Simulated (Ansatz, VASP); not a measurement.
**Two plane-wave programs on Te2Mo**

```xyz
6
Lattice="3.4004 0.0000 0.0000 -1.7002 2.9449 0.0000 0.0000 0.0000 13.6096" Properties=species:S:1:pos:R:3 pbc="T T T"
Mo    0.0000    1.9632    3.4024
Mo    1.7002    0.9816   10.2072
Te    1.7002    0.9816    5.2336
Te    1.7002    0.9816    1.5713
Te    0.0000    1.9632   12.0384
Te    0.0000    1.9632    8.3761
```

Change from the starting cell: hydrostatic strain -4.0%.

Alike in both runs: task single point; functional r2SCAN; k mesh 12 × 12 × 2; no spin polarisation.

|  | VASP | Ansatz |
| --- | --- | --- |
| version | VASP 6.6.1 | Ansatz 0.2.0 |
| potentials or method | VASP PAW PBE potentials, release 64 (Mo_sv, Te) | plane waves, PAW |
| plane-wave cutoff (eV) | 520 | 500 |
| occupations | gaussian, width 0.01 eV | fixed |
| valence electrons in the cell | 52 | 92 |

VASP gave:

```
gap on the k mesh at the Fermi level (eV)                     : 0.76
pressure (GPa)                                                : 9.1
traceless stress, the component that is largest in VASP (GPa) : -2.68
rms of the force components (eV/Å)                            : 0.001
```

Which values does Ansatz return?

gap on the k mesh at the Fermi level (eV): 0.75; pressure (GPa): 9.0; traceless stress, the component that is largest in VASP (GPa): -2.73; rms of the force components (eV/Å): 0.014.

VASP's potentials were made for PBE, not for r2SCAN. Atom by atom the forces differ by 0.013 eV/Å (rms over components). VASP's potentials hold 52 valence electrons a cell and Ansatz's 92, so a difference there can come from the potentials and not from the codes.

Neither program's run includes spin-orbit coupling.
